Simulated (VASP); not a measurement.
Input of a VASP 6.6.1 run:

The input POSCAR:

```
LiCl
1.0
    0.0192357000      2.5647600000      2.5647600000
    2.5839957000      0.0000000000      2.5839957000
    2.5647600000      2.5647600000      0.0192357000
Li Cl
1 1
Direct
    0.0000000000      0.0000000000      0.0000000000
    0.5000000000      0.5000000000      0.5000000000
```

Contents of INCAR.step1:

```
SYSTEM = LiCl
ALGO = Normal ; EDIFF = 1E-4
ENCUT = 520 ; GGA = PE
ISMEAR = 0 ; LASPH = .True.
LCHARG = .False. ; LREAL = .False.
LWAVE = .True. ; NBANDS = 12
NELM = 100 ; PREC = Accurate
SIGMA = 0.05
```

Contents of INCAR.step2:

```
SYSTEM = LiCl
ALGO = Normal ; EDIFF = 1E-7
ENCUT = 520 ; ISIF = 2
ISMEAR = 0 ; ISTART = 1
LASPH = .True. ; LCHARG = .True.
LELF = .True. ; LMIXTAU = .True.
LREAL = .False. ; LVHAR = .True.
LWAVE = .False. ; METAGGA = R2SCAN
NBANDS = 12 ; NELM = 100
PREC = Accurate ; SIGMA = 0.05
```

KPOINTS

```
k-points
0
Gamma
  8 8 8
  0 0 0
```

Potentials or basis: VASP PAW PBE potentials, release 64 (Li_sv, Cl).

The run is started by

```sh
$ cat potpaw_PBE.64/Li_sv/POTCAR potpaw_PBE.64/Cl/POTCAR > POTCAR
$ cp INCAR.step1 INCAR
$ mpirun -np 1 vasp_std > vasp.out
$ cp INCAR.step2 INCAR
$ mpirun -np 1 vasp_std > vasp.out
```

(1) What does it give for the band gap on the k mesh?

## Answers

(1) 7.25 eV, direct.

Caveat: the cell differs from its parent crystal (strain +0.0150 x Voigt [0, 0, 0, 0, 1, 0]).
